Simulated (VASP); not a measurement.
Crystal: Si2Sn.

```xyz
6
Lattice="4.0900 0.0000 0.0000 -2.0450 3.5420 0.0000 0.0000 0.0000 10.0200" Properties=species:S:1:pos:R:3 pbc="T T T"
Si    2.0450    1.1807    2.0872
Si    0.0000    0.0000    1.2525
Si    0.0000    2.3614    7.9328
Si    0.0000    0.0000    8.7675
Sn    0.0000    2.3614    5.4278
Sn    2.0450    1.1807    4.5922
```

| Property | Result |
| --- | --- |
| Program | VASP 6.6.1 |
| Task | relaxation of cell and atoms |
| Functional | PBE |
| Potentials or basis | VASP PAW PBE potentials, release 64 (Si, Sn_d) |
| Cutoff | 600 eV |
| k mesh | 5 × 5 × 2 |
| Occupations | gaussian, width 0.2 eV |
| Spin | no spin polarisation |

At the start: pressure 6.1 GPa; volume 24.19 Å³/atom.

Problem. Where does the relaxation end?

Solution. Over 10 steps the energy falls by 200.8 meV/atom and the volume is 24.79 Å³/atom (+2.5 %); space group P-3m1 (No. 164, to 0.1 Å) before and after.

The path:
| step | energy change (eV) | largest force (eV/Å) | pressure (GPa) | volume (Å³) |
| --- | --- | --- | --- | --- |
| 1 | 0.0000 | 2.2792 | 6.06 | 145.16 |
| 2 | -0.5942 | 1.2649 | -3.31 | 165.21 |
| 3 | -0.6107 | 1.3250 | -2.26 | 161.85 |
| 4 | -0.9074 | 0.7077 | -1.80 | 158.19 |
| 5 | -1.1361 | 0.7426 | -0.94 | 152.14 |
| 6 | -1.1484 | 0.7749 | -0.67 | 150.68 |
| 7 | -1.1688 | 0.4674 | 1.11 | 146.17 |
| 8 | -1.1991 | 0.1582 | 0.24 | 148.04 |
| 9 | -1.1991 | 0.1431 | 0.27 | 147.99 |
| 10 | -1.2046 | 0.0206 | -0.01 | 148.73 |

Final structure:
```xyz
6
Lattice="4.0908 0.0000 0.0000 -2.0454 3.5427 0.0000 0.0000 0.0000 10.2622" Properties=species:S:1:pos:R:3 pbc="T T T"
Si    2.0454    1.1809    1.8071
Si    0.0000    0.0000    1.1805
Si    0.0000    2.3618    8.4550
Si    0.0000    0.0000    9.0817
Sn    0.0000    2.3618    5.8422
Sn    2.0454    1.1809    4.4199
```
